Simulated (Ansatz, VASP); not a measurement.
## Sb: VASP beside Ansatz

File POSCAR:

```
Sb
1.0
    2.1705056181      1.2531420029      3.8694290117
   -2.1705056181      1.2531420029      3.8694290117
    0.0000000000     -2.5062840058      3.8694290117
Sb
2
Direct
    0.2313985278      0.2313985278      0.2313985278
    0.7686014722      0.7686014722      0.7686014722
```

The input INCAR.step1:

```
SYSTEM = Sb
PREC = Accurate
ENCUT = 550
ISMEAR = -1
SIGMA = 0.15
LREAL = .False.
LASPH = .True.
NELM = 120
GGA = PE
ALGO = Normal
EDIFF = 1E-5
LWAVE = .True.
LCHARG = .False.
GGA_COMPAT = .False.
IBRION = 2
ISIF = 3
EDIFFG = -0.005
NELMIN = 4
NSW = 100
```

Contents of INCAR.step2:

```
SYSTEM = Sb
PREC = Accurate
ENCUT = 550
EDIFF = 1E-7
ISMEAR = -1
SIGMA = 0.15
LREAL = .False.
LASPH = .True.
NELM = 120
ALGO = Normal
ISIF = 3
LWAVE = .False.
LCHARG = .False.
METAGGA = R2SCAN
LMIXTAU = .True.
IBRION = 2
NSW = 80
EDIFFG = -0.001
ISTART = 1
GGA_COMPAT = .False.
NELMIN = 4
```

File KPOINTS:

```
regular mesh
0
Gamma
  12 12 12
  0 0 0
```

Input for Ansatz:

```yaml
crystal:
  lattice:
    - [2.170505618, 1.2531420028, 3.8694290027]
    - [-2.170505618, 1.2531420028, 3.8694290027]
    - [0.0, -2.5062840056, 3.8694290027]
  atoms:
    - { symbol: Sb, position: [0.231398528, 0.231398528, 0.231398528] }
    - { symbol: Sb, position: [0.768601472, 0.768601472, 0.768601472] }
basis:
  ecutwfc: 500
kpoints:
  mp_grid: { grid: [12, 12, 12] }
hamiltonian:
  xc: r2scan
scf:
  occupations: { method: fermi_dirac, width: 0.15 }
output:
  forces: true
  stress: true
  eigenvalues: true
  write_density: true
  write_potential: true
  elf: true
  volumetric_format: npy
relax:
  adjacent_minimum: "off"
  f_tol: 0.001
  max_steps: 60
  cell: { stress_tol: 0.01 }
```

Alike in both runs: task relaxation of cell and atoms; functional r2SCAN; k mesh 12 × 12 × 12; occupations fermi-dirac, width 0.15 eV; no spin polarisation.

|  | VASP | Ansatz |
| --- | --- | --- |
| version | VASP 6.6.1 | Ansatz 0.2.0 |
| potentials or method | VASP PAW PBE potentials, release 64 (Sb), cutoff 550 eV | scalar-relativistic, plane waves, PAW |
| valence electrons in the cell | 10 | 30 |

VASP gave:

* gap on the k mesh at the Fermi level, each at its own relaxed structure (eV): none
* relaxed volume (Å³/atom): 31.41
* relaxed length of the cell vector where the two differ most in proportion (Å): 4.593

Task: What did Ansatz give for the same quantities?

Result: gap on the k mesh at the Fermi level, each at its own relaxed structure (eV): none; relaxed volume (Å³/atom): 31.53; relaxed length of the cell vector where the two differ most in proportion (Å): 4.611.

VASP's potentials were made for PBE, not for r2SCAN. A gap of «none» marks a metal or a gap that the smearing closes. VASP's potentials hold 10 valence electrons a cell and Ansatz's 30, so a difference there can come from the potentials and not from the codes.

Neither program's run includes spin-orbit coupling.
